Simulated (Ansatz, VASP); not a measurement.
## PbO2 in VASP and in Ansatz

Contents of INCAR:

```
  PREC = Accurate
  ENCUT = 520
  EDIFF = 1E-6
  ISMEAR = -1
  SIGMA = 0.05
  LREAL = F
  LASPH = T
  NELM = 80
  ALGO = Normal
  ISIF = 2
  LWAVE = F
  LCHARG = F
  GGA = PE
  NBANDS = 35
```

File KPOINTS:

```
Automatic mesh
0
Gamma
  5 5 7
```

The input POSCAR:

```
PbO2
1.0
    5.0948590674      0.0000000000      0.0000000000
    0.0000000000      5.0948590674      0.0000000000
    0.0000000000      0.0000000000      3.4090009600
Pb O
2 4
Direct
    0.5000000000      0.5000000000      0.5000000000
    0.0000000000      0.0000000000      0.0000000000
    0.6925710400      0.6925710400      0.0000000000
    0.8074289600      0.1925710400      0.5000000000
    0.1925710400      0.8074289600      0.5000000000
    0.3074289600      0.3074289600      0.0000000000
```

Contents of input.yaml:

```yaml
crystal:
  lattice:
    - [5.0948590674, 0.0, 0.0]
    - [0.0, 5.0948590674, 0.0]
    - [0.0, 0.0, 3.40900096]
  atoms:
    - { symbol: Pb, position: [0.5, 0.5, 0.5] }
    - { symbol: Pb, position: [0.0, 0.0, 0.0] }
    - { symbol: O, position: [0.69257104, 0.69257104, 0.0] }
    - { symbol: O, position: [0.80742896, 0.19257104, 0.5] }
    - { symbol: O, position: [0.19257104, 0.80742896, 0.5] }
    - { symbol: O, position: [0.30742896, 0.30742896, 0.0] }
hamiltonian:
  xc: pbe
  pseudopotentials: { kind: paw }
kpoints:
  mp_grid: { grid: [5, 5, 7] }
  band_path:
    path:
      - [[0.0, 0.0, 0.0], [0.0, 0.5, 0.0], [0.5, 0.5, 0.0], [0.0, 0.0, 0.0], [0.0, 0.0, 0.5], [0.0, 0.5, 0.5], [0.5, 0.5, 0.5], [0.0, 0.0, 0.5]]
      - [[0.0, 0.5, 0.0], [0.0, 0.5, 0.5]]
      - [[0.5, 0.5, 0.0], [0.5, 0.5, 0.5]]
    npoints: 14
scf:
  occupations: { method: fermi_dirac, width: 0.05 }
  n_extra_bands: 15
output:
  forces: true
  stress: true
  eigenvalues: true
  fatbands: false
```

Alike in both runs: functional PBE; k mesh 5 × 5 × 7; occupations fermi-dirac, width 0.05 eV; no spin polarisation.

|  | VASP | Ansatz |
| --- | --- | --- |
| version | VASP 6.6.1 | Ansatz 0.2.0 |
| potentials or method | VASP PAW PBE potentials, release 64 (Pb_d, O) | Ansatz PAW |
| plane-wave cutoff (eV) | 520 | 420 |
| valence electrons in the cell | 52 | 52 |
| task | single point | band structure |

```tsv
	VASP	Ansatz	Ansatz less VASP
gap on the k mesh at the Fermi level (eV)	0.12	0.12	-0.001
least direct gap on the mesh (eV)	0.20	0.21	+0.009
pressure (GPa)	1.0	0.8	-0.23
traceless stress, the component that is largest in VASP (GPa)	1.03	0.90	-0.127
rms of the force components (eV/Å)	0.013	0.019	+0.0061
```

Atom by atom the forces differ by 0.006 eV/Å (rms over components).

Spin-orbit coupling is off throughout. Noted on Ansatz's run: the k mesh misses the band edges, so the gap on the mesh is wider than the one along the path.
